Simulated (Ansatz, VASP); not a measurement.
One calculation of Ge, two programs

File INCAR:

```
ALGO = Normal
EDIFF = 1E-7
ENCUT = 520
GGA = PE
ISIF = 2
ISMEAR = -1
LASPH = True
LCHARG = False
LREAL = False
LWAVE = False
NBANDS = 21
NELM = 100
PREC = Accurate
SIGMA = 0.05
```

Contents of KPOINTS:

```
k-points
0
Gamma
  11 11 11
```

File POSCAR:

```
Ge
1.0
   -2.5091523150      2.6633424900      1.4369470000
    2.5091523150     -2.6633424900      1.4369470000
    2.4826436850      2.6383835100     -1.4369470000
Ge
2
Direct
    0.3140570000      0.0640570000      0.2500000000
    0.6859430000      0.9359430000      0.7500000000
```

The input input.yaml:

```yaml
crystal:
  lattice:
    - [-2.509152315, 2.66334249, 1.436947]
    - [2.509152315, -2.66334249, 1.436947]
    - [2.482643685, 2.63838351, -1.436947]
  atoms:
    - { symbol: Ge, position: [0.314057, 0.064057, 0.25] }
    - { symbol: Ge, position: [0.685943, 0.935943, 0.75] }
hamiltonian:
  xc: pbe
  pseudopotentials: { kind: paw }
kpoints:
  mp_grid: { grid: [11, 11, 11] }
scf:
  occupations: { method: fermi_dirac, width: 0.05 }
output:
  forces: true
  stress: true
  eigenvalues: true
  write_density: true
  write_potential: true
  elf: true
  volumetric_format: npy
```

Alike in both runs: task single point; functional PBE; k mesh 11 × 11 × 11; occupations fermi-dirac, width 0.05 eV; no spin polarisation.

|  | VASP | Ansatz |
| --- | --- | --- |
| version | VASP 6.6.1 | Ansatz 0.2.0 |
| potentials or method | VASP PAW PBE potentials, release 64 (Ge_d) | Ansatz PAW |
| plane-wave cutoff (eV) | 520 | 420 |
| valence electrons in the cell | 28 | 28 |

Ansatz gave:

```
gap on the k mesh at the Fermi level (eV)                     : none
pressure (GPa)                                                : 1.2
traceless stress, the component that is largest in VASP (GPa) : 1.20
rms of the force components (eV/Å)                            : 0.033
```

Which values does VASP return?

gap on the k mesh at the Fermi level (eV): none; pressure (GPa): 1.2; traceless stress, the component that is largest in VASP (GPa): 1.20; rms of the force components (eV/Å): 0.032.

Atom by atom the forces differ by 0.000 eV/Å (rms over components). A gap of «none» marks a metal or a gap that the smearing closes.
